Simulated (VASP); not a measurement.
Write the native input for VASP 6.6.1 that does the following.

| Property | Result |
| --- | --- |
| Task | relaxation of shape and atoms at fixed volume |
| Functional | r2SCAN |
| Potentials or basis | VASP PAW PBE potentials, release 64 (Zr_sv, C) |
| Cutoff | 600 eV |
| k mesh | 12 × 12 × 12 |
| Occupations | gaussian, width 0.05 eV |
| Spin | no spin polarisation |
| Dipole correction | no |
| Further INCAR settings | ALGO = Normal; EDIFF = 1e-07; IBRION = 2; EDIFFG = -0.01; NSW = 60; ISIF = 4 |

ZrC:

```
Zr C
1.0
     3.27292    0.00000    0.00000
    -1.63646    2.83443    0.00000
     0.00000    0.00000    2.93105
Zr C
1 1
Direct
  0.00000 0.00000 0.00000
  0.66667 0.33333 0.50000
```

The input as run:

POSCAR

```
ZrC
1.0
    3.2729194810      0.0000000000      0.0000000000
   -1.6364597405      2.8344314151      0.0000000000
    0.0000000000      0.0000000000      2.9310467534
Zr C
1 1
Direct
    0.0000000000      0.0000000000      0.0000000000
    0.6666666667      0.3333333333      0.5000000000
```

INCAR.step1

```
PREC     = Accurate       # precision mode
ENCUT    = 600            # plane-wave cutoff, eV
ISMEAR   = 0              # smearing method
SIGMA    = 0.05           # smearing width, eV
LREAL    = F              # projectors in reciprocal space
LASPH    = T              # aspherical terms in the spheres
NELM     = 60             # most SCF steps
GGA      = PE             # functional
ALGO     = Normal         # electronic algorithm
EDIFF    = 1E-4           # SCF threshold, eV
LWAVE    = T              # write WAVECAR
LCHARG   = F              # write CHGCAR
```

INCAR.step2

```
PREC     = Accurate       # precision mode
ENCUT    = 600            # plane-wave cutoff, eV
EDIFF    = 1E-7           # SCF threshold, eV
ISMEAR   = 0              # smearing method
SIGMA    = 0.05           # smearing width, eV
LREAL    = F              # projectors in reciprocal space
LASPH    = T              # aspherical terms in the spheres
NELM     = 60             # most SCF steps
ALGO     = Normal         # electronic algorithm
ISIF     = 4              # what is computed and relaxed
LWAVE    = F              # write WAVECAR
LCHARG   = F              # write CHGCAR
METAGGA  = R2SCAN         # meta-GGA
LMIXTAU  = T            
IBRION   = 2              # ionic algorithm
NSW      = 60             # ionic steps
EDIFFG   = -0.01          # ionic threshold
ISTART   = 1
```

KPOINTS

```
regular mesh
0
Gamma
  12 12 12
```

Potentials or basis: VASP PAW PBE potentials, release 64 (Zr_sv, C).

Command:

```console
$ cat potpaw_PBE.64/Zr_sv/POTCAR potpaw_PBE.64/C/POTCAR > POTCAR
$ cp INCAR.step1 INCAR
$ mpirun -np 1 vasp_std > vasp.out
$ cp INCAR.step2 INCAR
$ mpirun -np 1 vasp_std > vasp.out
```

Results of the run:

```yaml
Pressure_after_relaxing: 0.1 GPa
Band_gap_on_the_k_mesh: zero (band 8 reaches 9.25 eV, above the bottom of band 9 at 8.91 eV)
```

Caveat: the relaxation stopped at its first step, so nothing moved; the PAW data sets were made with another functional, which shifts forces and pressure a little.

Run time: 6.7 min on 1 thread of Intel Xeon 8259CL (shared host), peak memory 0.2 GiB.
